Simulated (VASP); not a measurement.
# TiC (Fm-3m) in VASP: further runs

The runs below take TiC through single point, relaxation of cell and atoms, with LDA.

Program: VASP 6.6.1. These are calculated values, not measurements. Logs are shortened: lines on timing, memory, paths and dates and some standing lists are left out, and cuts for length are marked.

### 1 The cell of the first run

It takes space group Fm-3m (No. 225, cubic). The conventional cell has a = 4.261 Å, b = 4.261 Å, c = 4.261 Å, α = 90.00°, β = 90.00°, γ = 90.00°. Ti (site symmetry m-3m) has 6 C at 2.13 Å within 2.8 Å. Within 2.8 Å of C (site symmetry m-3m) lie 6 Ti at 2.13 Å.

### 2 Single point, LDA

Input file INCAR:

```
ALGO = Normal
EDIFF = 1E-6
ENCUT = 520
ISIF = 2
ISMEAR = 0
LASPH = T
LCHARG = F
LREAL = F
LWAVE = F
NBANDS = 15
NELM = 100
PREC = Accurate
SIGMA = 0.2
```

Input file KPOINTS:

```
k-points
0
Gamma
  16 16 16
```

Input file POSCAR:

```
TiC
1.0
    0.0000000000      2.1304450722      2.1304450722
    2.1304450722      0.0000000000      2.1304450722
    2.1304450722      2.1304450722      0.0000000000
Ti C
1 1
Direct
    0.0000000000      0.0000000000      0.0000000000
    0.5000000000      0.5000000000      0.5000000000
```

Potentials or basis: VASP PAW LDA potentials, release 64 (Ti_sv, C).

Command:

```bash
> cat potpaw_LDA.64/Ti_sv/POTCAR potpaw_LDA.64/C/POTCAR > POTCAR
> mpirun -np 1 vasp_std > vasp.out
```

OUTCAR:

```text
EDIFF = 1E-6
   ENCUT = 520
   ISIF = 2
   ISMEAR = 0
   LASPH = T
   LREAL = F
   NELM = 100
   PREC = Accurate

 ion  position               nearest neighbor table
   1  0.000  0.000  0.000-   2 2.13   2 2.13   2 2.13   2 2.13   2 2.13   2 2.13
   2  0.500  0.500  0.500-   1 2.13   1 2.13   1 2.13   1 2.13   1 2.13   1 2.13

  LATTYP: Found a face centered cubic cell.
 ALAT       =     4.2608901444

  Lattice vectors:

 A1 = (   0.0000000000,   2.1304450722,   2.1304450722)
 A2 = (   2.1304450722,   0.0000000000,   2.1304450722)
 A3 = (   2.1304450722,   2.1304450722,   0.0000000000)

Analysis of symmetry for initial positions (statically):
=====================================================================
 Subroutine PRICEL returns:
 Original cell was already a primitive cell.

 Routine SETGRP: Setting up the symmetry group for a
 face centered cubic supercell.

 Subroutine GETGRP returns: Found 48 space group operations
 (whereof 48 operations were pure point group operations)
 out of a pool of 48 trial point group operations.

The static configuration has the point symmetry O_h .

Analysis of symmetry for dynamics (positions and initial velocities):
=====================================================================
 Subroutine PRICEL returns:
 Original cell was already a primitive cell.

 Routine SETGRP: Setting up the symmetry group for a
 face centered cubic supercell.

 Subroutine GETGRP returns: Found 48 space group operations
 (whereof 48 operations were pure point group operations)
 out of a pool of 48 trial point group operations.

The dynamic configuration has the point symmetry O_h .

 Subroutine INISYM returns: Found 48 space group operations
 (whereof 48 operations are pure point group operations),
 and found     1 'primitive' translations

----------------------------------------------------------------------------------------

                                     Primitive cell

  volume of cell :      19.3393

  direct lattice vectors                    reciprocal lattice vectors
     0.000000000  2.130445072  2.130445072    -0.234692744  0.234692744  0.234692744
     2.130445072  0.000000000  2.130445072     0.234692744 -0.234692744  0.234692744
     2.130445072  2.130445072  0.000000000     0.234692744  0.234692744 -0.234692744

  length of vectors
     3.012904315  3.012904315  3.012904315     0.406499757  0.406499757  0.406499757

  position of ions in fractional coordinates (direct lattice)
     0.000000000  0.000000000  0.000000000
     0.500000000  0.500000000  0.500000000

  ion indices of the primitive-cell ions
[... 81 lines left out ...]
   ISIF   =      2    stress and relaxation
   ISYM   =      2    0-nonsym 1-usesym 2-fastsym
   POTIM  = 0.5000    time-step for ionic-motion
   TEBEG  =    0.0;   TEEND  =   0.0 temperature during run
   PSTRESS=    0.0 pullay stress
   NELECT =      16.0000    total number of electrons
   NUPDOWN=      -1.0000    fix difference up-down
   EMIN   =  10.00;   EMAX   =-10.00  energy-range for DOS
   EFERMI =   0.00;   METHOD = LEGACY
   ISMEAR =     0;   SIGMA  =   0.20  broadening in eV -4-tet -1-fermi 0-gaus
   EFERMI_NEDOS =   21; number of points for ismear=-14 and -15
   IALGO  =     38    algorithm
   IMIX   =      4    mixing-type and parameters
     AMIX     =   0.40;   BMIX     =  1.00
     AMIX_MAG =   1.60;   BMIX_MAG =  1.00
  volume/ion in A,a.u.               =       9.67        65.25
  Fermi-wavevector in a.u.,A,eV,Ry     =   1.536861  2.904245 32.136153  2.361941
  Thomas-Fermi vector in A             =   2.643450
   LORBIT       =      0    0 simple, 1 ext, 2 COOP (PROOUT), +10 PAW based schemes
   GGA     = CA    functional components
   LHFCALC =     F    Hartree Fock is set to
   AEXX    =    0.0000 exact exchange contribution
   IVDW    =     0    specifies the selected vdW correction
   LEPSILON=     F    determine dielectric tensor
   LRPA    =     F    only Hartree local field effects (RPA)
 non-spin polarized calculation
 Gauss-broadening in eV      SIGMA  =   0.20
  energy-cutoff  :      520.00
  volume of cell :       19.34
 maximum number of plane-waves:       544
   NGX = 11   NGY = 11   NGZ = 11

 number of electron      16.0000003 magnetization

 Free energy of the ion-electron system (eV)
  ---------------------------------------------------
  ext. energy  EPLUGINS =         0.00000000
  ---------------------------------------------------
  free energy    TOTEN  =       -20.54159125 eV

  energy without entropy =      -20.53534228  energy(sigma->0) =      -20.53846677

 E-fermi :   9.8151     XC(G=0): -13.2316

 val. band max:        9.7945031643   @ k =   0.1250   0.0625   0.0000
 cond. band min:       9.8636359764   @ k =   0.5000   0.5000   0.0000
 fundamental gap:      0.0691328121
 Fermi energy:         9.8151325600

 k-point     1 :       0.0000    0.0000    0.0000
  band No.  band energies     occupation
      1     -45.9125      2.00000
      2     -22.2886      2.00000
      3     -22.2886      2.00000
      4     -22.2886      2.00000
      5      -2.6067      2.00000
      6      10.4736      0.00000
      7      10.4736      0.00000
      8      10.4736      0.00000
      9      11.5785      0.00000
     10      11.5785      0.00000
     11      11.5785      0.00000
     12      11.6450      0.00000
     13      11.6450      0.00000
     14      21.1748      0.00000
[... 401 lines left out ...]
      2     -22.3470      2.00000
      3     -22.3047      2.00000
      4     -22.2899      2.00000
      5      -2.3565      2.00000
      6       9.5788      1.90526
      7       9.7389      1.41027
      8       9.7875      1.15496
      9      10.5925      0.00000
     10      11.2488      0.00000
     11      12.1827      0.00000
     12      12.8185      0.00000
     13      13.7166      0.00000
     14      21.5484      0.00000
     15      24.2139      0.00000

 [... further k-points ...]
[... 5 lines left out ...]
  --------------------------------------------------------------------------------------
  -------------------------------------------------------------------------------------
  Total        0.0857627      0.0857627      0.0857627      0.0000000      0.0000000      0.0000000
  in kB        7.1050658      7.1050658      7.1050658      0.0000000      0.0000000      0.0000000
  external PRESSURE =       7.1050658 kB  Pullay stress =       0.0000000 kB

 VOLUME and BASIS-vectors are now :
 -----------------------------------------------------------------------------
  energy-cutoff  :      520.00
  volume of cell :       19.34
      direct lattice vectors                 reciprocal lattice vectors
     0.000000000  2.130445072  2.130445072    -0.234692744  0.234692744  0.234692744
     2.130445072  0.000000000  2.130445072     0.234692744 -0.234692744  0.234692744
     2.130445072  2.130445072  0.000000000     0.234692744  0.234692744 -0.234692744

 POSITION                                       TOTAL-FORCE (eV/Angst)
 -----------------------------------------------------------------------------------
      0.00000      0.00000      0.00000         0.000000      0.000000      0.000000
      2.13045      2.13045      2.13045        -0.000000      0.000000     -0.000000
 -----------------------------------------------------------------------------------
    total drift:                                0.000000     -0.000000     -0.000000

  FREE ENERGIE OF THE ION-ELECTRON SYSTEM (eV)
  ---------------------------------------------------
  free  energy   TOTEN  =       -20.5415912471 eV

  energy  without entropy=      -20.5353422832  energy(sigma->0) =      -20.53846677
```

Wall time 32 s (1 thread of Intel Xeon 8259CL, shared host); peak memory 0.16 GiB.

Results:

```
Free energy            : -20.5416 eV
Pressure               : 0.7 GPa
Band gap on the k mesh : zero (bands 8 and 9 overlap by 1.07 eV)
```

Levels at points of the mesh, in eV from the Fermi level:
```csv
k point,band 4,band 5,band 6,band 7,band 8,band 9,band 10,band 11,band 12,band 13
"(0.00, 0.00, 0.00)",-32.10,-12.42,0.66,0.66,0.66,1.76,1.76,1.76,1.83,1.83
"(0.50, 0.00, 0.00)",-32.16,-8.64,-6.04,-3.05,-3.05,3.08,3.08,4.36,8.57,8.66
"(0.50, 0.50, 0.00)",-32.31,-10.11,-3.39,-1.81,0.05,0.05,2.91,3.73,3.73,6.36
```

### 3 Relaxation of cell and atoms, LDA

This run uses another cell than the first one, of 10.07 Å³/atom.

Input file INCAR:

```
SYSTEM = TiC
PREC = Accurate
ENCUT = 600
EDIFF = 1E-7
ISMEAR = 0
SIGMA = 0.2
LREAL = .FALSE.
LASPH = .TRUE.
NELM = 60
ALGO = Normal
ISIF = 3
LWAVE = .FALSE.
LCHARG = .FALSE.
IBRION = 2
NSW = 80
EDIFFG = -0.001
```

Input file KPOINTS:

```
Automatic mesh
0
G
  16 16 16
  0 0 0
```

Input file POSCAR:

```
TiC
1.0
    0.0000000000      2.1593000000      2.1593000000
    2.1593000000      0.0000000000      2.1593000000
    2.1593000000      2.1593000000      0.0000000000
Ti C
1 1
Direct
    0.0000000000      0.0000000000      0.0000000000
    0.5000000000      0.5000000000      0.5000000000
```

Potentials or basis: VASP PAW LDA potentials, release 64 (Ti_sv, C).

Command:

```bash
> cat potpaw_LDA.64/Ti_sv/POTCAR potpaw_LDA.64/C/POTCAR > POTCAR
> mpirun -np 1 vasp_std > vasp.out
```

Run time: 2 min. Hardware: 1 thread of Intel Xeon 8259CL, shared host; peak memory 0.18 GiB.

It converged, with:

```
Free energy                           : -20.5435 eV
Relaxed volume                        : 9.69 Å³/atom
Relaxed cell                          : a = 3.015 Å, b = 3.015 Å, c = 3.015 Å, α = 60.00°, β = 60.00°, γ = 60.00°
Space group after relaxing (to 0.1 Å) : Fm-3m (No. 225)
Energy gained by relaxing             : 12.1 meV/atom
Ionic steps                           : 6
Pressure after relaxing               : 0.0 GPa
Band gap on the k mesh                : zero (bands 8 and 9 overlap by 1.07 eV)
```

Step by step:
```csv
step,energy change (eV),largest force (eV/Å),pressure (GPa),volume (Å³)
1,0.0000,0.0000,-9.93,20.14
2,0.0257,0.0000,16.59,18.37
3,-0.0242,0.0000,-0.14,19.39
4,-0.0242,0.0000,0.06,19.37
5,-0.0242,0.0000,-0.06,19.38
6,-0.0242,0.0000,-0.01,19.38
```

Final structure:
```yaml
crystal:
  lattice:
    - [0.00000, 2.13187, 2.13187]
    - [2.13187, 0.00000, 2.13187]
    - [2.13187, 2.13187, 0.00000]
  atoms:
    - { symbol: Ti, position: [0.00000, 0.00000, 0.00000] }
    - { symbol: C, position: [0.50000, 0.50000, 0.50000] }
```

Levels at points of the mesh, in eV from the Fermi level:
```csv
k point,band 6,band 7,band 8,band 9,band 10,band 11
"(0.00, 0.00, 0.00)",0.66,0.66,0.66,1.76,1.76,1.76
"(0.50, 0.00, 0.00)",-6.03,-3.04,-3.04,3.07,3.07,4.35
"(0.50, 0.50, 0.00)",-3.38,-1.81,0.05,0.05,2.91,3.72
```

The gap in the log of VASP goes by the Fermi energy; the results here count the filled bands.